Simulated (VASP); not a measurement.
# Hf (P6_3/mmc) in VASP: notebook, part 2 of 3

VASP 6.6.1. The steps go on from the part before.

## (3) Single point, r2SCAN

This run uses another cell than the first one, of 21.61 Å³/atom.

POSCAR reads:

```
Hf
1.0
    3.1614077395      0.0000000000      0.0000000000
   -1.5807038697      2.7378594141      0.0000000000
    0.0000000000      0.0000000000      4.9925730425
Hf
2
Direct
    0.3333333333      0.6666666667      0.2500000000
    0.6666666667      0.3333333333      0.7500000000
```

INCAR.step1 reads:

```
ALGO = Normal ; EDIFF = 1E-4
ENCUT = 520 ; GGA = PE
ISMEAR = -1 ; LASPH = True
LCHARG = False ; LREAL = False
LWAVE = True ; NBANDS = 17
NELM = 80 ; PREC = Accurate
SIGMA = 0.1
```

INCAR.step2 reads:

```
ALGO = Normal ; EDIFF = 1E-6
ENCUT = 520 ; ISIF = 2
ISMEAR = -1 ; ISTART = 1
LASPH = True ; LCHARG = False
LMIXTAU = True ; LREAL = False
LWAVE = False ; METAGGA = R2SCAN
NBANDS = 17 ; NELM = 80
PREC = Accurate ; SIGMA = 0.1
```

KPOINTS reads:

```
k-points
0
Gamma
  18 18 10
```

Potentials or basis: VASP PAW PBE potentials, release 64 (Hf_pv).

The run is started by

```sh
$ cat potpaw_PBE.64/Hf_pv/POTCAR > POTCAR
$ cp INCAR.step1 INCAR
$ mpirun -np 1 vasp_std > vasp.out
$ cp INCAR.step2 INCAR
$ mpirun -np 1 vasp_std > vasp.out
```

OUTCAR:

```text
EDIFF = 1E-6
   ENCUT = 520
   ISIF = 2
   ISMEAR = -1
   ISTART = 1
   LASPH = True
   LREAL = False
   METAGGA = R2SCAN
   NELM = 80
   PREC = Accurate

 ion  position               nearest neighbor table
   1  0.333  0.667  0.250-   2 3.09   2 3.09   2 3.09   2 3.09   2 3.09   2 3.09
   2  0.667  0.333  0.750-   1 3.09   1 3.09   1 3.09   1 3.09   1 3.09   1 3.09

  LATTYP: Found a hexagonal cell.
 ALAT       =     3.1614077395
 C/A-ratio  =     1.5792246537

  Lattice vectors:

 A1 = (   3.1614077395,   0.0000000000,   0.0000000000)
 A2 = (  -1.5807038697,   2.7378594141,   0.0000000000)
 A3 = (   0.0000000000,   0.0000000000,   4.9925730425)

Analysis of symmetry for initial positions (statically):
=====================================================================
 Subroutine PRICEL returns:
 Original cell was already a primitive cell.

 Routine SETGRP: Setting up the symmetry group for a
 hexagonal supercell.

 Subroutine GETGRP returns: Found 24 space group operations
 (whereof 12 operations were pure point group operations)
 out of a pool of 24 trial point group operations.

The static configuration has the point symmetry D_3d.
 The point group associated with its full space group is D_6h.

Analysis of symmetry for dynamics (positions and initial velocities):
=====================================================================
 Subroutine PRICEL returns:
 Original cell was already a primitive cell.

 Routine SETGRP: Setting up the symmetry group for a
 hexagonal supercell.

 Subroutine GETGRP returns: Found 24 space group operations
 (whereof 12 operations were pure point group operations)
 out of a pool of 24 trial point group operations.

The dynamic configuration has the point symmetry D_3d.
 The point group associated with its full space group is D_6h.

 Subroutine INISYM returns: Found 24 space group operations
 (whereof 12 operations are pure point group operations),
 and found     1 'primitive' translations

----------------------------------------------------------------------------------------

                                     Primitive cell

  volume of cell :      43.2132

  direct lattice vectors                    reciprocal lattice vectors
     3.161407739  0.000000000  0.000000000     0.316314782  0.182624425  0.000000000
    -1.580703870  2.737859414  0.000000000     0.000000000  0.365248849  0.000000000
     0.000000000  0.000000000  4.992573043     0.000000000  0.000000000  0.200297520

  length of vectors
     3.161407739  3.161407739  4.992573043     0.365248849  0.365248849  0.200297520

  position of ions in fractional coordinates (direct lattice)
     0.333333333  0.666666667  0.250000000
     0.666666667  0.333333333  0.750000000

  ion indices of the primitive-cell ions
   primitive index   ion index
                 1           1
                 2           2

----------------------------------------------------------------------------------------

 KPOINTS: k-points

Automatic generation of k-mesh.
 Grid dimensions read from file:
 generate k-points for:   18   18   10

 Generating k-lattice:

  Cartesian coordinates                     Fractional coordinates (reciprocal lattice)
     0.017573043  0.010145801  0.000000000     0.055555556  0.000000000  0.000000000
     0.000000000  0.020291603  0.000000000     0.000000000  0.055555556  0.000000000
     0.000000000  0.000000000  0.020029752     0.000000000  0.000000000  0.100000000

  Length of vectors
     0.020291603  0.020291603  0.020029752

  Shift w.r.t. Gamma in fractional coordinates (k-lattice)
     0.000000000  0.000000000  0.000000000

 Subroutine IBZKPT returns following result:
 ===========================================

 Found    222 irreducible k-points:

 Following reciprocal coordinates:
            Coordinates               Weight
  0.000000  0.000000  0.000000      1.000000
  0.055556  0.000000  0.000000      6.000000
  0.111111  0.000000  0.000000      6.000000
  0.166667  0.000000  0.000000      6.000000
  0.222222  0.000000  0.000000      6.000000
  0.277778  0.000000  0.000000      6.000000
[... 16 lines left out ...]
  0.333333  0.111111  0.000000     12.000000
  0.388889  0.111111  0.000000     12.000000
 [... further k-points ...]
   k-points           NKPTS =    222   k-points in BZ     NKDIM =    222   number of bands    NBANDS=     17
   number of dos      NEDOS =    301   number of ions     NIONS =      2
   total plane-waves  NPLWV =  23040
   dimension x,y,z NGX =    24 NGY =   24 NGZ =   40
   dimension x,y,z NGXF=    48 NGYF=   48 NGZF=   80
   ions per type =               2
   NGX,Y,Z   is equivalent  to a cutoff of  12.62, 12.62, 13.32 a.u.
   NGXF,Y,Z  is equivalent  to a cutoff of  25.24, 25.24, 26.64 a.u.
 SYSTEM =  unknown system
   PREC   = accura    normal or accurate (medium, high low for compatibility)
   ISTART =      1    job   : 0-new  1-cont  2-samecut
   ICHARG =      0    charge: 1-file 2-atom 10-const
   ISPIN  =      1    spin polarized calculation?
   LNONCOLLINEAR =      F non collinear calculations
   LSORBIT =      F    spin-orbit coupling
   LASPH  =      T    aspherical Exc in radial PAW
   ENCUT  =  520.0 eV  38.22 Ry    6.18 a.u.   5.88  5.88  9.28*2*pi/ulx,y,z
   NELM   =     80;   NELMIN=  2; NELMDL=  0     # of ELM steps
   EDIFF  = 0.1E-05   stopping-criterion for ELM
   LREAL  =      F    real-space projection
   EDIFFG = 0.1E-04   stopping-criterion for IOM
   NSW    =      0    number of steps for IOM
   IBRION =     -1    ionic relax: 0-MD 1-quasi-New 2-CG
   NFREE  =      0    steps in history (QN), initial steepest desc. (CG)
   ISIF   =      2    stress and relaxation
   ISYM   =      2    0-nonsym 1-usesym 2-fastsym
   POTIM  = 0.5000    time-step for ionic-motion
   TEBEG  =    0.0;   TEEND  =   0.0 temperature during run
   PSTRESS=    0.0 pullay stress
   NELECT =      20.0000    total number of electrons
   NUPDOWN=      -1.0000    fix difference up-down
   EMIN   =  10.00;   EMAX   =-10.00  energy-range for DOS
   EFERMI =   0.00;   METHOD = LEGACY
   ISMEAR =    -1;   SIGMA  =   0.10  broadening in eV -4-tet -1-fermi 0-gaus
   EFERMI_NEDOS =   21; number of points for ismear=-14 and -15
   IALGO  =     38    algorithm
   IMIX   =      4    mixing-type and parameters
     AMIX     =   0.40;   BMIX     =  1.00
     AMIX_MAG =   1.60;   BMIX_MAG =  1.00
  volume/ion in A,a.u.               =      21.61       145.81
  Fermi-wavevector in a.u.,A,eV,Ry     =   1.266328  2.393013 21.818113  1.603586
  Thomas-Fermi vector in A             =   2.399534
   LORBIT       =      0    0 simple, 1 ext, 2 COOP (PROOUT), +10 PAW based schemes
   METAGGA = R2SCAN    functional components
   LHFCALC =     F    Hartree Fock is set to
   AEXX    =    0.0000 exact exchange contribution
   IVDW    =     0    specifies the selected vdW correction
   LEPSILON=     F    determine dielectric tensor
   LRPA    =     F    only Hartree local field effects (RPA)
 non-spin polarized calculation
  energy-cutoff  :      520.00
  volume of cell :       43.21
 maximum number of plane-waves:      1182
 NGX is ok and might be reduce to    24
   NGX = 11   NGY = 11   NGZ = 19

 number of electron      19.9999997 magnetization

 Free energy of the ion-electron system (eV)
  ---------------------------------------------------
  ext. energy  EPLUGINS =         0.00000000
  ---------------------------------------------------
  free energy    TOTEN  =       -90.31177069 eV

  energy without entropy =      -90.26609629  energy(sigma->0) =      -90.28893349

 E-fermi :   5.0604     XC(G=0): -12.3299

 val. band max:        5.0540035726   @ k =   0.3333   0.1667   0.4000
 cond. band min:       5.0637455735   @ k =   0.3333   0.2222   0.3000
 fundamental gap:      0.0097420008
 Fermi energy:         5.0603720060

 k-point     1 :       0.0000    0.0000    0.0000
  band No.  band energies     occupation
      1     -27.1472      2.00000
      2     -26.2873      2.00000
      3     -26.2873      2.00000
      4     -26.1425      2.00000
      5     -26.1425      2.00000
      6     -26.1405      2.00000
[... 9 lines left out ...]
     16       8.0675      0.00000
     17      10.9213      0.00000
[... 441 lines left out ...]
 k-point    24 :       0.3889    0.1111    0.0000
  band No.  band energies     occupation
      1     -26.9093      2.00000
      2     -26.7441      2.00000
      3     -26.7212      2.00000
      4     -26.5228      2.00000
      5     -26.3932      2.00000
      6     -26.2905      2.00000
[... 9 lines left out ...]
     16      11.9065      0.00000
     17      12.4038      0.00000

 [... further k-points ...]

------------------------ aborting loop because EDIFF is reached ----------------------------------------

  FORCE on cell =-STRESS in cart. coord.  units (eV):
  Direction    XX          YY          ZZ          XY          YZ          ZX
  --------------------------------------------------------------------------------------
  -------------------------------------------------------------------------------------
  Total        0.9460106      0.9460106      0.8976025      0.0000000      0.0000000     -0.0000000
  in kB       35.0744204     35.0744204     33.2796336      0.0000000      0.0000000     -0.0000000
  external PRESSURE =      34.4761581 kB  Pullay stress =       0.0000000 kB

 VOLUME and BASIS-vectors are now :
 -----------------------------------------------------------------------------
  energy-cutoff  :      520.00
  volume of cell :       43.21
      direct lattice vectors                 reciprocal lattice vectors
     3.161407739  0.000000000  0.000000000     0.316314782  0.182624425  0.000000000
    -1.580703870  2.737859414  0.000000000     0.000000000  0.365248849  0.000000000
     0.000000000  0.000000000  4.992573043     0.000000000  0.000000000  0.200297520

 POSITION                                       TOTAL-FORCE (eV/Angst)
 -----------------------------------------------------------------------------------
     -0.00000      1.82524      1.24814         0.000000     -0.000000      0.000000
      1.58070      0.91262      3.74443        -0.000000      0.000000      0.000000
 -----------------------------------------------------------------------------------
    total drift:                               -0.000000      0.000000     -0.000000

  FREE ENERGIE OF THE ION-ELECTRON SYSTEM (eV)
  ---------------------------------------------------
  free  energy   TOTEN  =       -90.3117706872 eV

  energy  without entropy=      -90.2660962884  energy(sigma->0) =      -90.28893349
```

OSZICAR.step1:

```text
N       E                     dE             d eps       ncg     rms          rms(c)
DAV:   1     0.505017362599E+02    0.50502E+02   -0.11390E+04  7572   0.112E+03
DAV:   2    -0.186496718602E+02   -0.69151E+02   -0.67445E+02  9773   0.250E+02
DAV:   3    -0.205116167768E+02   -0.18619E+01   -0.18478E+01  9705   0.273E+01
DAV:   4    -0.205258361824E+02   -0.14219E-01   -0.14209E-01  9577   0.288E+00
DAV:   5    -0.205259745264E+02   -0.13834E-03   -0.13832E-03  9607   0.248E-01    0.667E+01
DAV:   6    -0.200351584133E+02    0.49082E+00   -0.44704E-01  8982   0.438E+00    0.396E+01
DAV:   7    -0.198625867772E+02    0.17257E+00   -0.76033E-01  9144   0.548E+00    0.188E+00
DAV:   8    -0.198530694081E+02    0.95174E-02   -0.47913E-02  8903   0.144E+00    0.271E-01
DAV:   9    -0.198531760362E+02   -0.10663E-03   -0.10696E-03 10224   0.231E-01    0.182E-01
DAV:  10    -0.198531632546E+02    0.12782E-04   -0.56317E-05  5400   0.527E-02
   1 F= -.19853163E+02 E0= -.19826176E+02  d E =-.539748E-01
```

Run time: 2.8 min. Hardware: 1 thread of Intel Xeon 6975P-C (Granite Rapids), shared host; peak memory 0.26 GiB.

What came out:

```
Free energy            : -90.3118 eV
Pressure               : 3.4 GPa
Band gap on the k mesh : zero (bands 10 and 11 overlap by 1.87 eV)
```

Caveat: the cell stands under pressure; the PAW data sets were made with another functional, which shifts forces and pressure a little; spin-orbit coupling is left out, which moves the levels of the heavy elements.

## (4) Single point, r2SCAN

This run uses another cell than the first one, of 21.97 Å³/atom.

POSCAR reads:

```
Hf
1.0
    3.1794306994      0.0000000000      0.0000000000
   -1.5897153497      2.7534677553      0.0000000000
    0.0000000000      0.0000000000      5.0195013903
Hf
2
Direct
    0.3333333333      0.6666666667      0.2500000000
    0.6666666667      0.3333333333      0.7500000000
```

INCAR.step1 reads:

```
PREC     = Accurate       # precision mode
ENCUT    = 520            # plane-wave cutoff, eV
ISMEAR   = -1             # smearing method
SIGMA    = 0.1            # smearing width, eV
LREAL    = False          # projectors in reciprocal space
LASPH    = True           # aspherical terms in the spheres
NELM     = 100            # most SCF steps
NBANDS   = 17             # bands
GGA      = PE             # functional
ALGO     = Normal         # electronic algorithm
EDIFF    = 1E-4           # SCF threshold, eV
LWAVE    = True           # write WAVECAR
LCHARG   = False          # write CHGCAR
```

INCAR.step2 reads:

```
PREC     = Accurate       # precision mode
ENCUT    = 520            # plane-wave cutoff, eV
EDIFF    = 1E-7           # SCF threshold, eV
ISMEAR   = -1             # smearing method
SIGMA    = 0.1            # smearing width, eV
LREAL    = False          # projectors in reciprocal space
LASPH    = True           # aspherical terms in the spheres
NELM     = 100            # most SCF steps
ALGO     = Normal         # electronic algorithm
ISIF     = 2              # what is computed and relaxed
LWAVE    = False          # write WAVECAR
LCHARG   = False          # write CHGCAR
METAGGA  = R2SCAN         # meta-GGA
LMIXTAU  = True         
NBANDS   = 17             # bands
ISTART   = 1
```

KPOINTS reads:

```
Automatic mesh
0
Gamma
  18 18 10
```

The run is started by

```sh
$ cat potpaw_PBE.64/Hf_pv/POTCAR > POTCAR
$ cp INCAR.step1 INCAR
$ mpirun -np 1 vasp_std > vasp.out
$ cp INCAR.step2 INCAR
$ mpirun -np 1 vasp_std > vasp.out
```

It took 3.1 min on 1 thread of Intel Xeon 6975P-C (Granite Rapids), shared host; peak memory 0.27 GiB.

It converged, with:

- Free energy: -90.3229 eV
- Pressure: 1.4 GPa
- Band gap on the k mesh: zero (bands 10 and 11 overlap by 1.88 eV)

Stress tensor (GPa, compression positive):
```
1.49 0.00 0.00
0.00 1.49 0.00
0.00 0.00 1.33
```

Levels at points of the mesh, in eV from the Fermi level:
```
           k point  band 7  band 8  band 9  band 10  band 11  band 12  band 13  band 14
(0.00, 0.00, 0.00)   -7.80   -3.89    0.50     1.35     1.35     1.68     2.25     2.25
(0.50, 0.00, 0.00)   -3.51   -2.90   -2.37    -0.98     0.97     0.98     1.88     6.33
(0.00, 0.00, 0.50)   -5.70   -5.70    0.17     0.17     1.24     1.24     1.24     1.24
(0.50, 0.00, 0.50)   -3.57   -3.57   -1.03    -1.03     1.15     1.15     2.93     2.93
```

Caveat: the PAW data sets were made with another functional, which shifts forces and pressure a little; spin-orbit coupling is left out, which moves the levels of the heavy elements.

(Part 2 of 3 ends here.)
